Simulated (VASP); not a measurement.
**MgO: single point with LDA**

The system is MgO.

```
Mg O
1.0
     4.16071    0.00000    0.00000
     0.00000   -4.16071    0.00000
     0.00000    0.00000   -4.16071
Mg O
4 4
Direct
  0.00000 0.00000 0.00000
  0.50000 0.50000 0.00000
  0.50000 0.00000 0.50000
  0.00000 0.50000 0.50000
  0.50000 0.00000 0.00000
  0.00000 0.50000 0.00000
  0.00000 0.00000 0.50000
  0.50000 0.50000 0.50000
```

| Quantity | Value |
| --- | --- |
| Program | VASP 6.6.1 |
| Task | single point |
| Functional | LDA |
| Potentials or basis | VASP PAW LDA potentials, release 64 (Mg, O) |
| Cutoff | 520 eV |
| k mesh | 6 × 6 × 6 |
| Occupations | gaussian, width 0.05 eV |
| Spin | no spin polarisation |
| Dipole correction | no |
| Further INCAR settings | ALGO = Normal; EDIFF = 1e-06; NBANDS = 26 |

```yaml
Pressure: -1.9 GPa
Band_gap_on_the_k_mesh: 5.02 eV
```

Levels at points of the mesh, in eV from the valence-band top:
| k point | band 13 | band 14 | band 15 | band 16 | band 17 | band 18 | band 19 | band 20 |
| --- | --- | --- | --- | --- | --- | --- | --- | --- |
| (0.00, 0.00, 0.00) | -1.43 | 0.00 | 0.00 | 0.00 | 5.02 | 8.92 | 8.92 | 8.92 |
| (0.50, 0.00, 0.00) | -0.78 | -0.78 | -0.78 | -0.78 | 8.33 | 8.33 | 11.01 | 11.01 |
| (0.50, 0.50, 0.00) | -0.71 | -0.71 | -0.71 | -0.71 | 9.67 | 9.67 | 9.67 | 9.67 |
| (0.50, 0.50, 0.50) | -0.71 | -0.71 | -0.71 | -0.71 | 7.97 | 7.97 | 7.97 | 7.97 |

Wall time 15 s on 1 thread of AMD EPYC 9R14 (Zen 4) (shared host), peak memory 0.14 GiB.

As with any semilocal functional, this LDA gap is likely too small.
